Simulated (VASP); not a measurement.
Write the native input for VASP 6.6.1 that does the following.

| Property | Result |
| --- | --- |
| Task | single point |
| Functional | LDA |
| Potentials or basis | VASP PAW LDA potentials, release 64 (O, H, S) |
| Cutoff | 520 eV |
| k mesh | 1 × 1 × 1 |
| Occupations | fermi-dirac, width 0.05 eV |
| Spin | no spin polarisation |
| Dipole correction | no |
| Further INCAR settings | LREAL = Auto; ALGO = Normal; EDIFF = 1e-07; NBANDS = 55 |

The structure of H18SO8 lies in POSCAR:

```
H18SO8
1.0
    6.2144650000      0.0000000000      0.0000000000
    0.0000000000      6.2144650000      0.0000000000
    0.0000000000      0.0000000000      6.2144650000
O H S
8 18 1
Direct
    0.6862376729      0.3592746922      0.7142368651
    0.7982666247      0.2260532483      0.0964845727
    0.4783517165      0.7750626965      0.5355730542
    0.8153879698      0.5632343251      0.3651319945
    0.4033331912      0.5715214423      0.9306352196
    0.2257636015      0.2540524406      0.1845854792
    0.3486704004      0.1639883723      0.5486876183
    0.4807815315     -0.0635774761      0.1404626142
    0.7805177115      0.4240429385      0.6023205537
    0.7786832817      0.2926559245      0.8241578318
    0.7091036799      0.0961788344      0.1312743736
    0.9539839713      0.2086905309      0.1076681581
    0.6108329518      0.6808148409      0.4879261529
    0.4084341935      0.7005590988      0.6623739936
    0.9139483447      0.6587212254      0.2737806070
    0.7701547921      0.4481801732      0.2507536852
    0.5393867372      0.5118863812      0.8700346691
    0.4204706278      0.7178091759      1.0089846833
    0.2965983395      0.3826878098      0.1187551945
    0.2680359452      0.2419999147      0.3471738919
    0.4438193795      0.2461997935      0.6480042932
    0.3962690272      0.0076273662      0.5675951188
    0.4886824530     -0.1151828838      0.2876514712
    0.3896554249      0.0774161573      0.1305663480
    0.8031584376      0.7984597226      0.7586493769
    1.0851617959      0.6448020867      0.8080341590
    0.9885967658      0.8151305060      0.8935926101
```

One way to write it, as run:

INCAR

```
SYSTEM = H18SO8
  PREC = Accurate
  ENCUT = 520
  EDIFF = 1E-7
  ISMEAR = -1
  SIGMA = 0.05
  LREAL = Auto
  LASPH = .True.
  NELM = 100
  ALGO = Normal
  ISIF = 2
  LWAVE = .False.
  LCHARG = .False.
  GGA = CA
  NBANDS = 55
```

KPOINTS

```
Automatic mesh
0
Gamma
  1 1 1
  0 0 0
```

Potentials or basis: VASP PAW LDA potentials, release 64 (O, H, S).

Command:

```console
$ cat potpaw_LDA.64/O/POTCAR potpaw_LDA.64/H/POTCAR potpaw_LDA.64/S/POTCAR > POTCAR
$ mpirun -np 1 vasp_gam > vasp.out
```

Results of the run:

| Property | Result |
| --- | --- |
| Pressure | -1.3 GPa |
| Largest force | 1.793 eV/Å |

Caveat: the k points lie up to 1.01 Å⁻¹ apart; the atoms stand as in a frame of molecular dynamics.

It took 19 s on 1 thread of AMD EPYC 7R13 Processor (Zen 3), on a shared host, peak memory 0.21 GiB.
